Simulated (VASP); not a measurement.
# Ge2Br in VASP: relaxation of cell and atoms with PBE

Aim: the relaxation of cell and atoms of Ge2Br with PBE.

Program: VASP 6.6.1. These are calculated values, not measurements. Logs are shortened: lines on timing, memory, paths and dates and some standing lists are left out, and cuts for length are marked.

**1. The cell of the first run**

The cell holds a slab with vacuum, 3 atoms: a = 3.196 Å, b = 3.196 Å, c = 13.258 Å, α = 90.00°, β = 90.00°, γ = 120.00°.

**2. Relaxation of cell and atoms, PBE**

File INCAR:

```
SYSTEM = Ge2Br
PREC     = Accurate       ! precision mode
ENCUT    = 600            ! plane-wave cutoff, eV
EDIFF    = 1E-7           ! SCF threshold, eV
ISMEAR   = 0              ! smearing method
SIGMA    = 0.1            ! smearing width, eV
LREAL    = .False.        ! projectors in reciprocal space
LASPH    = .True.         ! aspherical terms in the spheres
NELM     = 80             ! most SCF steps
ALGO     = Normal         ! electronic algorithm
ISIF     = 3              ! what is computed and relaxed
LWAVE    = .False.        ! write WAVECAR
LCHARG   = .False.        ! write CHGCAR
GGA      = PE             ! functional
IBRION   = 2              ! ionic algorithm
NSW      = 100            ! ionic steps
EDIFFG   = -0.01          ! ionic threshold
```

File KPOINTS:

```
Automatic mesh
0
Gamma
  18 18 4
  0 0 0
```

File POSCAR:

```
Ge2Br
1.0
    3.1963009172      0.0000000000      0.0000000000
   -1.5981504586      2.7680777924      0.0000000000
    0.0000000000      0.0000000000     13.2579521022
Ge Br
2 1
Direct
    0.3333333333      0.6666666667      0.8237211716
    0.3333333333      0.6666666667      0.1762788284
    0.0000000000      0.0000000000      0.0000000000
```

Potentials or basis: VASP PAW PBE potentials, release 64 (Ge_d, Br).

On the command line:

```console
cat potpaw_PBE.64/Ge_d/POTCAR potpaw_PBE.64/Br/POTCAR > POTCAR
mpirun -np 1 vasp_std > vasp.out
```

OUTCAR:

```text
SYSTEM = Ge2Br
   PREC = Accurate
   ENCUT = 600
   EDIFF = 1E-7
   ISMEAR = 0
   LREAL = .False.
   LASPH = .True.
   NELM = 80
   ISIF = 3
   GGA = PE
   IBRION = 2
   NSW = 100
   EDIFFG = -0.01

 ion  position               nearest neighbor table
   1  0.333  0.667  0.824-
   2  0.333  0.667  0.176-
   3  0.000  0.000  0.000-

  LATTYP: Found a hexagonal cell.
 ALAT       =     3.1963009172
 C/A-ratio  =     4.1479048580

  Lattice vectors:

 A1 = (   3.1963009172,   0.0000000000,   0.0000000000)
 A2 = (  -1.5981504586,   2.7680777924,   0.0000000000)
 A3 = (   0.0000000000,   0.0000000000,  13.2579521022)

Analysis of symmetry for initial positions (statically):
=====================================================================
 Subroutine PRICEL returns:
 Original cell was already a primitive cell.

 Routine SETGRP: Setting up the symmetry group for a
 hexagonal supercell.

 Subroutine GETGRP returns: Found 12 space group operations
 (whereof 12 operations were pure point group operations)
 out of a pool of 24 trial point group operations.

The static configuration has the point symmetry D_3h.

Analysis of symmetry for dynamics (positions and initial velocities):
=====================================================================
 Subroutine PRICEL returns:
 Original cell was already a primitive cell.

 Routine SETGRP: Setting up the symmetry group for a
 hexagonal supercell.

 Subroutine GETGRP returns: Found 12 space group operations
 (whereof 12 operations were pure point group operations)
 out of a pool of 24 trial point group operations.

The dynamic configuration has the point symmetry D_3h.

 Subroutine INISYM returns: Found 12 space group operations
 (whereof 12 operations are pure point group operations),
 and found     1 'primitive' translations

----------------------------------------------------------------------------------------

                                     Primitive cell

  volume of cell :     117.3012

  direct lattice vectors                    reciprocal lattice vectors
     3.196300917  0.000000000  0.000000000     0.312861657  0.180630762  0.000000000
    -1.598150459  2.768077792  0.000000000     0.000000000  0.361261523  0.000000000
     0.000000000  0.000000000 13.257952102     0.000000000  0.000000000  0.075426430

  length of vectors
     3.196300917  3.196300917 13.257952102     0.361261523  0.361261523  0.075426430

  position of ions in fractional coordinates (direct lattice)
     0.333333333  0.666666667  0.823721172
     0.333333333  0.666666667  0.176278828
     0.000000000  0.000000000  0.000000000

  ion indices of the primitive-cell ions
   primitive index   ion index
                 1           1
                 2           2
                 3           3

----------------------------------------------------------------------------------------

 KPOINTS: Automatic mesh

Automatic generation of k-mesh.
 Grid dimensions read from file:
 generate k-points for:   18   18    4

 Generating k-lattice:

  Cartesian coordinates                     Fractional coordinates (reciprocal lattice)
     0.017381203  0.010035042  0.000000000     0.055555556  0.000000000  0.000000000
     0.000000000  0.020070085  0.000000000     0.000000000  0.055555556  0.000000000
     0.000000000  0.000000000  0.018856608     0.000000000  0.000000000  0.250000000

  Length of vectors
     0.020070085  0.020070085  0.018856608

  Shift w.r.t. Gamma in fractional coordinates (k-lattice)
     0.000000000  0.000000000  0.000000000

 Subroutine IBZKPT returns following result:
 ===========================================

 Found    111 irreducible k-points:

 Following reciprocal coordinates:
            Coordinates               Weight
  0.000000  0.000000  0.000000      1.000000
  0.055556  0.000000  0.000000      6.000000
  0.111111  0.000000  0.000000      6.000000
  0.166667  0.000000  0.000000      6.000000
  0.222222  0.000000  0.000000      6.000000
  0.277778  0.000000  0.000000      6.000000
[... 16 lines left out ...]
  0.333333  0.111111  0.000000     12.000000
  0.388889  0.111111  0.000000     12.000000
 [... further k-points ...]
   k-points           NKPTS =    111   k-points in BZ     NKDIM =    111   number of bands    NBANDS=     21
   number of dos      NEDOS =    301   number of ions     NIONS =      3
   total plane-waves  NPLWV =  84672
   dimension x,y,z NGX =    28 NGY =   28 NGZ =  108
   dimension x,y,z NGXF=    56 NGYF=   56 NGZF=  216
   ions per type =               2   1
   NGX,Y,Z   is equivalent  to a cutoff of  14.56, 14.56, 13.54 a.u.
   NGXF,Y,Z  is equivalent  to a cutoff of  29.13, 29.13, 27.08 a.u.
 SYSTEM =  Ge2Br
   PREC   = accura    normal or accurate (medium, high low for compatibility)
   ISTART =      0    job   : 0-new  1-cont  2-samecut
   ICHARG =      2    charge: 1-file 2-atom 10-const
   ISPIN  =      1    spin polarized calculation?
   LNONCOLLINEAR =      F non collinear calculations
   LSORBIT =      F    spin-orbit coupling
   LASPH  =      T    aspherical Exc in radial PAW
   ENCUT  =  600.0 eV  44.10 Ry    6.64 a.u.   6.38  6.38 26.48*2*pi/ulx,y,z
   NELM   =     80;   NELMIN=  2; NELMDL= -5     # of ELM steps
   EDIFF  = 0.1E-06   stopping-criterion for ELM
   LREAL  =      F    real-space projection
   EDIFFG = -.1E-01   stopping-criterion for IOM
   NSW    =    100    number of steps for IOM
   IBRION =      2    ionic relax: 0-MD 1-quasi-New 2-CG
   NFREE  =      1    steps in history (QN), initial steepest desc. (CG)
   ISIF   =      3    stress and relaxation
   ISYM   =      2    0-nonsym 1-usesym 2-fastsym
   POTIM  = 0.5000    time-step for ionic-motion
   TEBEG  =    0.0;   TEEND  =   0.0 temperature during run
   PSTRESS=    0.0 pullay stress
   NELECT =      35.0000    total number of electrons
   NUPDOWN=      -1.0000    fix difference up-down
   EMIN   =  10.00;   EMAX   =-10.00  energy-range for DOS
   EFERMI =   0.00;   METHOD = LEGACY
   ISMEAR =     0;   SIGMA  =   0.10  broadening in eV -4-tet -1-fermi 0-gaus
   EFERMI_NEDOS =   21; number of points for ismear=-14 and -15
   IALGO  =     38    algorithm
   IMIX   =      4    mixing-type and parameters
     AMIX     =   0.40;   BMIX     =  1.00
     AMIX_MAG =   1.60;   BMIX_MAG =  1.00
  volume/ion in A,a.u.               =      39.10       263.86
  Fermi-wavevector in a.u.,A,eV,Ry     =   1.093948  2.067262 16.282397  1.196722
  Thomas-Fermi vector in A             =   2.230243
   LORBIT       =      0    0 simple, 1 ext, 2 COOP (PROOUT), +10 PAW based schemes
   GGA     = PE    functional components
   LHFCALC =     F    Hartree Fock is set to
   AEXX    =    0.0000 exact exchange contribution
   IVDW    =     0    specifies the selected vdW correction
   LEPSILON=     F    determine dielectric tensor
   LRPA    =     F    only Hartree local field effects (RPA)
 conjugate gradient relaxation of ions
 non-spin polarized calculation
 Gauss-broadening in eV      SIGMA  =   0.10
  energy-cutoff  :      600.00
  volume of cell :      117.30
 maximum number of plane-waves:      3949
 NGX is ok and might be reduce to    28
   NGX = 13   NGY = 13   NGZ = 53

--------------------------------------- Ionic step        1  -------------------------------------------

 number of electron      35.0000011 magnetization

 Free energy of the ion-electron system (eV)
  ---------------------------------------------------
  ext. energy  EPLUGINS =         0.00000000
  ---------------------------------------------------
  free energy    TOTEN  =        -9.10948220 eV

  energy without entropy =       -9.10278278  energy(sigma->0) =       -9.10613249

------------------------ aborting loop because EDIFF is reached ----------------------------------------

  FORCE on cell =-STRESS in cart. coord.  units (eV):
  Direction    XX          YY          ZZ          XY          YZ          ZX
  --------------------------------------------------------------------------------------
  -------------------------------------------------------------------------------------
  Total        0.8432260      0.8432260     -0.7712500      0.0000000      0.0000000      0.0000000
  in kB       11.5173396     11.5173396    -10.5342436      0.0000000      0.0000000      0.0000000
  external PRESSURE =       4.1668119 kB  Pullay stress =       0.0000000 kB
[... 133 lines left out ...]
  energy  without entropy=       -9.1291476827  energy(sigma->0) =       -9.13165707

--------------------------------------- Ionic step        5  -------------------------------------------

 number of electron      35.0000009 magnetization

 Free energy of the ion-electron system (eV)
  ---------------------------------------------------
  ext. energy  EPLUGINS =         0.00000000
  ---------------------------------------------------
  free energy    TOTEN  =        -9.13439223 eV

  energy without entropy =       -9.12937588  energy(sigma->0) =       -9.13188406

 E-fermi :   1.3707     XC(G=0):  -6.7551

 val. band max:        1.3647074570   @ k =   0.1667   0.0000   0.5000
 cond. band min:       1.4883942959   @ k =   0.2222   0.1667   0.0000
 fundamental gap:      0.1236868389
 Fermi energy:         1.3706583067

 k-point     1 :       0.0000    0.0000    0.0000
  band No.  band energies     occupation
      1     -23.8441      2.00000
      2     -23.8427      2.00000
      3     -23.7953      2.00000
      4     -23.7953      2.00000
      5     -23.7951      2.00000
      6     -23.7951      2.00000
[... 550 lines left out ...]
      5     -23.8011      2.00000
      6     -23.8007      2.00000
[... 13 lines left out ...]
     20       3.4993      0.00000
     21       3.5900      0.00000

 [... further k-points ...]
[... 5 lines left out ...]
  --------------------------------------------------------------------------------------
  -------------------------------------------------------------------------------------
  Total       -0.0066009     -0.0066009      0.0212669      0.0000000     -0.0000000      0.0000000
  in kB       -0.0887037     -0.0887037      0.2857856      0.0000000     -0.0000000      0.0000000
  external PRESSURE =       0.0361261 kB  Pullay stress =       0.0000000 kB
[... 18 lines left out ...]
  FREE ENERGIE OF THE ION-ELECTRON SYSTEM (eV)
  ---------------------------------------------------
  free  energy   TOTEN  =        -9.1343922318 eV

  energy  without entropy=       -9.1293758788  energy(sigma->0) =       -9.13188406

 reached required accuracy - stopping structural energy minimisation
```

Run time: 31 min. Hardware: 1 thread of AMD EPYC 7R43 (Zen 3), shared host; peak memory 0.49 GiB.

What came out:

```
Free energy                            : -9.1344 eV
Relaxed cell                           : a = 3.256 Å, b = 3.256 Å, c = 12.989 Å, α = 90.00°, β = 90.00°, γ = 120.00°
Space group after relaxing (to 0.05 Å) : P-6m2 (No. 187)
Energy gained by relaxing              : 8.3 meV/atom
Ionic steps                            : 5
Largest force after relaxing           : 0.008 eV/Å
```

Forces in eV/Å, atoms in the order of the input:
```
Ge   0.000  0.000 -0.008
Ge   0.000  0.000  0.008
Br   0.000  0.000  0.000
```

The path:
```
step  energy change (eV)  largest force (eV/Å)  pressure (GPa)  volume (Å³)
   1              0.0000                0.1631            0.42       117.30
   2             -0.0225                0.0665            0.02       119.01
   3             -0.0247                0.0243           -0.12       119.71
   4             -0.0247                0.0212           -0.12       119.76
   5             -0.0249                0.0081            0.00       119.23
```

Final structure:
```cif
data_structure
_symmetry_space_group_name_H-M 'P 1'
_symmetry_Int_Tables_number 1
_cell_length_a 3.2556
_cell_length_b 3.2556
_cell_length_c 12.9891
_cell_angle_alpha 90.000
_cell_angle_beta 90.000
_cell_angle_gamma 120.000
_cell_volume 119.23
loop_
_atom_site_label
_atom_site_type_symbol
_atom_site_fract_x
_atom_site_fract_y
_atom_site_fract_z
_atom_site_occupancy
Ge1 Ge 0.33333 0.66667 0.82469 1
Ge2 Ge 0.33333 0.66667 0.17531 1
Br1 Br 0.00000 0.00000 0.00000 1
```

Caveat: an odd number of electrons without spin polarisation forces a metal; a magnetic or distorted state may lie lower.
